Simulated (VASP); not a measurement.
# PbS (Cmcm) in VASP: notebook, part 2 of 2

VASP 6.6.1. Earlier steps stand in the parts before.

## 3. Single point, PBE

This run uses another cell than the first one, of 26.66 Å³/atom.

File INCAR:

```
SYSTEM = PbS
PREC = Accurate ; ENCUT = 520
EDIFF = 1E-6 ; ISMEAR = -1
SIGMA = 0.05 ; LREAL = .FALSE.
LASPH = .TRUE. ; NELM = 100
ALGO = Normal ; ISIF = 2
LWAVE = .FALSE. ; LCHARG = .FALSE.
GGA = PE ; NBANDS = 28
```

File KPOINTS:

```
regular mesh
0
G
  7 7 6
  0 0 0
```

File POSCAR:

```
PbS
1.0
    2.0799526950     -5.9912968650      0.0000000000
    2.0799526950      5.9912968650      0.0000000000
    0.0000000000      0.0000000000      4.2793209400
Pb S
2 2
Direct
    0.1305633500      0.8694366500      0.2500000000
    0.8694366500      0.1305633500      0.7500000000
    0.3547970900      0.6452029100      0.2500000000
    0.6452029100      0.3547970900      0.7500000000
```

Potentials or basis: VASP PAW PBE potentials, release 64 (Pb_d, S).

On the command line:

```bash
$ cat potpaw_PBE.64/Pb_d/POTCAR potpaw_PBE.64/S/POTCAR > POTCAR
$ mpirun -np 1 vasp_std > vasp.out
```

It took 1.9 min on 1 thread of AMD EPYC 9R45 (Zen 5), shared host; peak memory 0.31 GiB.

The run converged. Its results:

```yaml
Free_energy: -17.3766 eV
Pressure: 1.0 GPa
Largest_force: 0.103 eV/Å
Band_gap_on_the_k_mesh: 1.26 eV (least direct gap 1.43 eV)
```

Forces in eV/Å, atoms in the order of the input:
```
Pb   0.000  0.070  0.000
Pb   0.000 -0.070  0.000
S    0.000 -0.103  0.000
S    0.000  0.103  0.000
```

Stress tensor (GPa, compression positive):
```
0.90 0.00 0.00
0.00 1.28 0.00
0.00 0.00 0.83
```

Levels at points of the mesh, in eV from the valence-band top:
```
           k point  band 18  band 19  band 20  band 21  band 22  band 23
(0.00, 0.00, 0.00)    -1.58    -1.40    -0.42     4.73     4.80     4.95
(0.00, 0.00, 0.50)    -1.04    -0.04    -0.04     1.89     1.89     2.87
```

Caveat: spin-orbit coupling is left out, which moves the levels of the heavy elements.

## 4. Single point, HSE06

This run uses another cell than the first one, of 26.66 Å³/atom.

POSCAR is that of step 3.

File INCAR.step1:

```
PREC = Accurate
ENCUT = 520
EDIFF = 1E-5
ISMEAR = -1
SIGMA = 0.05
LREAL = F
LASPH = T
NELM = 80
ALGO = Normal
ISIF = 2
LWAVE = T
LCHARG = F
GGA = PE
NBANDS = 28
KPAR = 4
```

File INCAR.step2:

```
PREC = Accurate
ENCUT = 520
EDIFF = 1E-6
ISMEAR = -1
SIGMA = 0.05
LREAL = F
LASPH = T
NELM = 80
ALGO = Normal
ISIF = 2
LWAVE = F
LCHARG = F
GGA = PE
LHFCALC = T
HFSCREEN = 0.2079
PRECFOCK = Normal
ISTART = 1
NBANDS = 28
KPAR = 4
```

File KPOINTS:

```
regular mesh
0
Gamma
  4 4 4
```

Potentials or basis: VASP PAW PBE potentials, release 64 (Pb_d, S).

On the command line:

```bash
$ cat potpaw_PBE.64/Pb_d/POTCAR potpaw_PBE.64/S/POTCAR > POTCAR
$ cp INCAR.step1 INCAR
$ mpirun -np 4 vasp_std > vasp.out
$ cp INCAR.step2 INCAR
$ mpirun -np 4 vasp_std > vasp.out
```

OUTCAR:

```text
PREC = Accurate
   ENCUT = 520
   EDIFF = 1E-6
   ISMEAR = -1
   LREAL = F
   LASPH = T
   NELM = 80
   ISIF = 2
   GGA = PE
   LHFCALC = T
   HFSCREEN = 0.2079
   PRECFOCK = Normal
   ISTART = 1

 ion  position               nearest neighbor table
   1  0.131  0.869  0.250-   3 2.69   4 2.99   4 2.99   4 2.99   4 2.99   2 3.79   2 3.79   2 4.13
                             2 4.13   2 4.13   2 4.13
   2  0.869  0.131  0.750-   4 2.69   3 2.99   3 2.99   3 2.99   3 2.99   1 3.79   1 3.79   1 4.13
                             1 4.13   1 4.13   1 4.13
   3  0.355  0.645  0.250-   1 2.69   2 2.99   2 2.99   2 2.99   2 2.99
   4  0.645  0.355  0.750-   2 2.69   1 2.99   1 2.99   1 2.99   1 2.99

  LATTYP: Found a base centered orthorhombic cell.
 ALAT       =     4.1599053900
 B/A-ratio  =     2.8804966956
 C/A-ratio  =     1.0287063139

  Lattice vectors:

 A1 = (   2.0799526950,  -5.9912968650,   0.0000000000)
 A2 = (   2.0799526950,   5.9912968650,   0.0000000000)
 A3 = (   0.0000000000,   0.0000000000,   4.2793209400)

Analysis of symmetry for initial positions (statically):
[... 179 lines left out ...]

  energy without entropy =      -20.72572099  energy(sigma->0) =      -20.72572099

 E-fermi :   5.3476     XC(G=0):  -7.9636

 val. band max:        4.4020343948   @ k =   0.0000   0.0000   0.5000
 cond. band min:       6.2451615442   @ k =   0.5000   0.5000   0.0000
 fundamental gap:      1.8431271494
 Fermi energy:         5.3475761709

 k-point     1 :       0.0000    0.0000    0.0000
  band No.  band energies     occupation
      1     -13.5475      2.00000
      2     -13.4356      2.00000
      3     -13.4263      2.00000
      4     -13.4163      2.00000
      5     -13.3951      2.00000
      6     -13.3889      2.00000
[... 640 lines left out ...]
     27      13.9931      0.00000
     28      13.9931      0.00000

------------------------ aborting loop because EDIFF is reached ----------------------------------------

  FORCE on cell =-STRESS in cart. coord.  units (eV):
  Direction    XX          YY          ZZ          XY          YZ          ZX
  --------------------------------------------------------------------------------------
  -------------------------------------------------------------------------------------
  Total       -0.2464334     -0.4878119     -0.3161122      0.0000000     -0.0000000      0.0000000
  in kB       -3.7019533     -7.3279729     -4.7486769      0.0000000     -0.0000000      0.0000000
  external PRESSURE =      -5.2595344 kB  Pullay stress =       0.0000000 kB

 VOLUME and BASIS-vectors are now :
 -----------------------------------------------------------------------------
  energy-cutoff  :      520.00
  volume of cell :      106.65
      direct lattice vectors                 reciprocal lattice vectors
     2.079952695 -5.991296865  0.000000000     0.240390083 -0.083454386  0.000000000
     2.079952695  5.991296865  0.000000000     0.240390083  0.083454386  0.000000000
     0.000000000  0.000000000  4.279320940     0.000000000  0.000000000  0.233681936

 POSITION                                       TOTAL-FORCE (eV/Angst)
 -----------------------------------------------------------------------------------
      2.07995      4.42681      1.06983         0.000000     -0.125171     -0.000000
      2.07995     -4.42681      3.20949         0.000000      0.125171      0.000000
      2.07995      1.73991      1.06983         0.000000      0.126919      0.000000
      2.07995     -1.73991      3.20949         0.000000     -0.126919     -0.000000
 -----------------------------------------------------------------------------------
    total drift:                               -0.000000      0.000000      0.000001

  FREE ENERGIE OF THE ION-ELECTRON SYSTEM (eV)
  ---------------------------------------------------
  free  energy   TOTEN  =       -20.7257209943 eV

  energy  without entropy=      -20.7257209933  energy(sigma->0) =      -20.72572099
```

Wall time 43 min (4 MPI ranks of AMD EPYC 7R13 (Zen 3), shared host); peak memory 0.41 GiB.

What came out:

```yaml
Free_energy: -20.7257 eV
Pressure: -0.5 GPa
Largest_force: 0.127 eV/Å
Band_gap_on_the_k_mesh: 1.84 eV (least direct gap 2.28 eV)
```

Forces in eV/Å, atoms in the order of the input:
```
Pb   0.000 -0.125  0.000
Pb   0.000  0.125  0.000
S    0.000  0.127  0.000
S    0.000 -0.127  0.000
```

Caveat: the PAW data sets were made with another functional, which shifts forces and pressure a little; spin-orbit coupling is left out, which moves the levels of the heavy elements. A k mesh can miss the band edges.

## 5. Single point, r2SCAN+D3(BJ)

This run uses another cell than the first one, of 27.20 Å³/atom.

File POSCAR:

```
PbS
1.0
    2.0937276176     -6.0309754840      0.0000000000
    2.0937276176      6.0309754840      0.0000000000
    0.0000000000      0.0000000000      4.3076616397
Pb S
2 2
Direct
    0.1305633500      0.8694366500      0.2500000000
    0.8694366500      0.1305633500      0.7500000000
    0.3547970900      0.6452029100      0.2500000000
    0.6452029100      0.3547970900      0.7500000000
```

File INCAR.step1:

```
ALGO = Normal
EDIFF = 1E-4
ENCUT = 520
GGA = PE
ISMEAR = -1
LASPH = True
LCHARG = False
LREAL = False
LWAVE = True
NBANDS = 28
NELM = 100
PREC = Accurate
SIGMA = 0.05
```

File INCAR.step2:

```
ALGO = Normal
EDIFF = 1E-6
ENCUT = 520
ISIF = 2
ISMEAR = -1
ISTART = 1
IVDW = 12
LASPH = True
LCHARG = False
LMIXTAU = True
LREAL = False
LWAVE = False
METAGGA = R2SCAN
NBANDS = 28
NELM = 100
PREC = Accurate
SIGMA = 0.05
VDW_A1 = 0.49484001
VDW_A2 = 5.73083694
VDW_S6 = 1.0
VDW_S8 = 0.78981345
```

File KPOINTS:

```
k-points
0
Gamma
  7 7 6
```

On the command line:

```bash
$ cat potpaw_PBE.64/Pb_d/POTCAR potpaw_PBE.64/S/POTCAR > POTCAR
$ cp INCAR.step1 INCAR
$ mpirun -np 1 vasp_std > vasp.out
$ cp INCAR.step2 INCAR
$ mpirun -np 1 vasp_std > vasp.out
```

Run time: 10 min. Hardware: 1 thread of Intel Xeon Platinum 8488C (Sapphire Rapids), shared host; peak memory 0.38 GiB.

Results (log left out):

* Free energy: -131.7559 eV
* Pressure: -2.1 GPa
* Largest force: 0.125 eV/Å
* Band gap on the k mesh: 1.57 eV (least direct gap 1.78 eV)
* Dispersion energy per atom: -0.157 eV

Forces on the atoms (eV/Å):
```
Pb   0.000 -0.125  0.000
Pb   0.000  0.125  0.000
S    0.000  0.099  0.000
S    0.000 -0.099  0.000
```

Stress tensor (GPa, compression positive):
```
-2.00  0.00  0.00
 0.00 -2.11  0.00
 0.00  0.00 -2.07
```

Levels at points of the mesh, in eV from the valence-band top:
```
           k point  band 18  band 19  band 20  band 21  band 22  band 23
(0.00, 0.00, 0.00)    -1.57    -1.41    -0.42     5.09     5.23     5.29
(0.00, 0.00, 0.50)    -1.06    -0.03    -0.03     2.25     2.25     3.19
```

Caveat: the PAW data sets were made with another functional, which shifts forces and pressure a little; spin-orbit coupling is left out, which moves the levels of the heavy elements. A k mesh can miss the band edges.

## 6. Summary

| level | cell | k mesh | grid for exact exchange (PRECFOCK) | share of exact exchange | screening parameter | gap on the mesh (eV) | pressure (GPa) | largest force (eV/Å) |
| --- | --- | --- | --- | --- | --- | --- | --- | --- |
| PBE | a = 6.300, b = 6.300, c = 4.251 Å, angles 90.0, 90.0, 141.7°, 4 atoms | 7 × 7 × 6 | - | - | - | 1.21 | 2.2 | 0.20 |
| PBE | a = 6.342, b = 6.342, c = 4.279 Å, angles 90.0, 90.0, 141.7°, 4 atoms | 7 × 7 × 6 | - | - | - | 1.26 | 1.0 | 0.10 |
| HSE06 | a = 6.342, b = 6.342, c = 4.279 Å, angles 90.0, 90.0, 141.7°, 4 atoms | 4 × 4 × 4 | Normal | 0.25 | 0.2079 1/Å | 1.84 | -0.5 | 0.13 |
| r2SCAN+D3(BJ) | a = 6.384, b = 6.384, c = 4.308 Å, angles 90.0, 90.0, 141.7°, 4 atoms | 7 × 7 × 6 | - | - | - | 1.57 | -2.1 | 0.13 |

Alike in all rows: task single point; potentials or basis VASP PAW PBE potentials, release 64 (Pb_d, S); no spin polarisation; cutoff (eV) 520; smearing fermi-dirac 0.05 eV.

Caveats: spin-orbit coupling is left out, which moves the levels of the heavy elements; the PAW data sets were made with another functional, which shifts forces and pressure a little (at least some runs).

Total energies depend on the potentials used, so only differences within one code and one set of settings carry meaning.
